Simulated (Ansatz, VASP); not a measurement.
**CsI: VASP beside Ansatz**

```xyz
2
Lattice="4.6124 0.0000 0.0000 0.0000 4.6124 0.0000 0.0000 0.0000 4.5667" Properties=species:S:1:pos:R:3 pbc="T T T"
Cs    0.0000    0.0000    0.0000
I     2.3062    2.3062    2.2833
```

Change from the starting cell: equal xx and yy strain of +1 %, crystal datasets.

Alike in both runs: task electric field gradients; functional LDA; k mesh 7 × 7 × 7; occupations fermi-dirac, width 0.01 eV; no spin polarisation.

|  | VASP | Ansatz |
| --- | --- | --- |
| version | VASP 6.6.1 | Ansatz 0.2.0 |
| potentials or method | VASP PAW LDA potentials, release 64 (Cs_sv, I), cutoff 400 eV | all-electron PAW with datasets made for the crystal, scalar-relativistic |

VASP gave:

| Quantity | Value |
| --- | --- |
| gap on the k mesh at the Fermi level (eV) | 3.47 |
| pressure (GPa) | -1.5 |
| traceless stress, the component that is largest in VASP (GPa) | 0.11 |
| size of Vzz on the site where it differs most (V/Å²) | 6.4 |

Estimate Ansatz's values.

gap on the k mesh at the Fermi level (eV): 3.46; pressure (GPa): -1.6; traceless stress, the component that is largest in VASP (GPa): 0.11; size of Vzz on the site where it differs most (V/Å²): 6.6.

LDA's correlation is that of Perdew and Zunger in VASP and of Perdew and Wang (1992) in Ansatz. Ansatz ran all-electron here, and VASP with PAW potentials.

Spin-orbit coupling is off throughout.
